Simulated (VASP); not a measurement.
Set up this calculation in VASP 6.6.1, as the native input.

| Item | Value |
| --- | --- |
| Task | single point |
| Functional | PBEsol |
| Dispersion | D3(BJ) |
| Potentials or basis | VASP PAW PBE potentials, release 64 (C) |
| Cutoff | 520 eV |
| k mesh | 16 × 16 × 16 |
| Occupations | gaussian, width 0.03 eV |
| Spin | no spin polarisation |
| Dipole correction | no |
| Further INCAR settings | ALGO = Normal; EDIFF = 1e-07; NBANDS = 11 |

The structure of C lies in POSCAR:

```
C
1.0
    0.0000000000      2.1467349466      3.3536616560
    1.2402383360      0.0000000000      3.3536616560
    1.2402383360      2.1467349466      0.0000000000
C
2
Direct
    0.1432103113      0.8567896887      0.1432103113
    0.8567896887      0.1432103113      0.8567896887
```

This cell differs from its parent crystal: atoms shifted along a free coordinate.

These files were run (other wordings do the same):

INCAR

```
PREC     = Accurate       # precision mode
ENCUT    = 520            # plane-wave cutoff, eV
EDIFF    = 1E-7           # SCF threshold, eV
ISMEAR   = 0              # smearing method
SIGMA    = 0.03           # smearing width, eV
LREAL    = False          # projectors in reciprocal space
LASPH    = True           # aspherical terms in the spheres
NELM     = 80             # most SCF steps
ALGO     = Normal         # electronic algorithm
ISIF     = 2              # what is computed and relaxed
LWAVE    = False          # write WAVECAR
LCHARG   = True           # write CHGCAR
GGA      = PS             # functional
IVDW     = 12             # dispersion correction
LELF     = True           # ELF
LVHAR    = True         
NBANDS   = 11             # bands
```

KPOINTS

```
regular mesh
0
Gamma
  16 16 16
```

Potentials or basis: VASP PAW PBE potentials, release 64 (C).

Run with:

```sh
$ cat potpaw_PBE.64/C/POTCAR > POTCAR
$ mpirun -np 1 vasp_std > vasp.out
```

Results of the run:

```yaml
Pressure: 15.0 GPa
Largest_force: 13.112 eV/Å
Band_gap_on_the_k_mesh: zero (bands 4 and 5 overlap by 1.37 eV)
Dispersion_energy_per_atom: -0.110 eV
```

Caveat: the cell differs from its parent crystal (atoms shifted along a free coordinate); the cell stands under pressure; the PAW data sets were made with another functional, which shifts forces and pressure a little.

Run time: 81 s on 1 thread of AMD EPYC 9R45 96-Core Processor (Zen 5), with other jobs on the host, peak memory 0.19 GiB.
